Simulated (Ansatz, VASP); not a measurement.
# Ag in VASP and in Ansatz

```
Ag
1.0
    -1.65565    1.65565    1.65565
     1.65565   -1.65565    1.65565
     1.65565    1.65565   -1.65565
Ag
1
Direct
  0.00000 0.00000 0.00000
```

Alike in both runs: task single point; functional r2SCAN; k mesh 8 × 8 × 8; occupations gaussian, width 0.1 eV; no spin polarisation.

|  | VASP | Ansatz |
| --- | --- | --- |
| version | VASP 6.6.1 | Ansatz 0.2.0 |
| potentials or method | VASP PAW PBE potentials, release 64 (Ag), cutoff 550 eV | scalar-relativistic, plane waves, PAW |
| valence electrons in the cell | 11 | 19 |

|  | VASP | Ansatz | Ansatz less VASP |
| --- | --- | --- | --- |
| gap on the k mesh at the Fermi level (eV) | none | none | - |
| pressure (GPa) | -3.4 | -3.4 | -0.03 |

VASP's potentials were made for PBE, not for r2SCAN. A gap of «none» marks a metal or a gap that the smearing closes. VASP's potentials hold 11 valence electrons a cell and Ansatz's 19, so a difference there can come from the potentials and not from the codes.
